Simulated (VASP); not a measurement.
Set up this calculation in VASP 6.6.1, as the native input.

| Property | Result |
| --- | --- |
| Task | single point |
| Functional | LDA |
| Potentials or basis | VASP PAW LDA potentials, release 64 (Pt) |
| Cutoff | 520 eV |
| k mesh | 16 × 16 × 16 |
| Occupations | fermi-dirac, width 0.05 eV |
| Spin | no spin polarisation |
| Dipole correction | no |
| Further INCAR settings | ALGO = Normal; EDIFF = 1e-06; NBANDS = 11 |

The structure of Pt lies in POSCAR:

```
Pt
1.0
    0.0000000000      2.0102433348      2.0102433348
    2.0102433348      0.0000000000      2.0102433348
    2.0102433348      2.0102433348      0.0000000000
Pt
1
Direct
    0.0000000000      0.0000000000      0.0000000000
```

This cell differs from its parent crystal: volume scaled by 1.06.

The input as run:

INCAR

```
SYSTEM = Pt
PREC = Accurate
ENCUT = 520
EDIFF = 1E-6
ISMEAR = -1
SIGMA = 0.05
LREAL = .False.
LASPH = .True.
NELM = 60
ALGO = Normal
ISIF = 2
LWAVE = .False.
LCHARG = .False.
GGA = CA
NBANDS = 11
```

KPOINTS

```
regular mesh
0
Gamma
  16 16 16
  0 0 0
```

Potentials or basis: VASP PAW LDA potentials, release 64 (Pt).

Command:

```bash
$ cat potpaw_LDA.64/Pt/POTCAR > POTCAR
$ mpirun -np 1 vasp_std > vasp.out
```

Results of the run:

```
Pressure               : -22.3 GPa
Band gap on the k mesh : zero (band 5 reaches 10.15 eV, above the bottom of band 6 at 8.21 eV)
```

Caveat: spin-orbit coupling is left out, which moves the levels of the heavy elements.

Run time: 12 s on 1 thread of Intel(R) Xeon(R) Platinum 8559C (Emerald Rapids) (shared host), peak memory 0.14 GiB.
